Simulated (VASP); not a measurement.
Here is a VASP 6.6.1 calculation.

The input INCAR:

```
PREC = Accurate
ENCUT = 520
EDIFF = 1E-7
ISMEAR = 0
SIGMA = 0.1
LREAL = F
LASPH = T
NELM = 100
ALGO = Normal
ISIF = 2
LWAVE = F
LCHARG = F
GGA = PE
NBANDS = 12
```

Contents of KPOINTS:

```
regular mesh
0
Gamma
  16 16 16
```

Contents of POSCAR:

```
Zr
1.0
    0.0000000000      2.2634678849      2.2634678849
    2.2634678849      0.0000000000      2.2634678849
    2.2634678849      2.2634678849      0.0000000000
Zr
1
Direct
    0.0000000000      0.0000000000      0.0000000000
```

Potentials or basis: VASP PAW PBE potentials, release 64 (Zr_sv).

Launch:

```sh
$ cat potpaw_PBE.64/Zr_sv/POTCAR > POTCAR
$ mpirun -np 1 vasp_std > vasp.out
```

(1) What does it give for the band gap on the k mesh?

(2) Estimate the pressure.

## Answers

(1) zero (bands 6 and 7 overlap by 1.37 eV).

(2) 0.0 GPa.
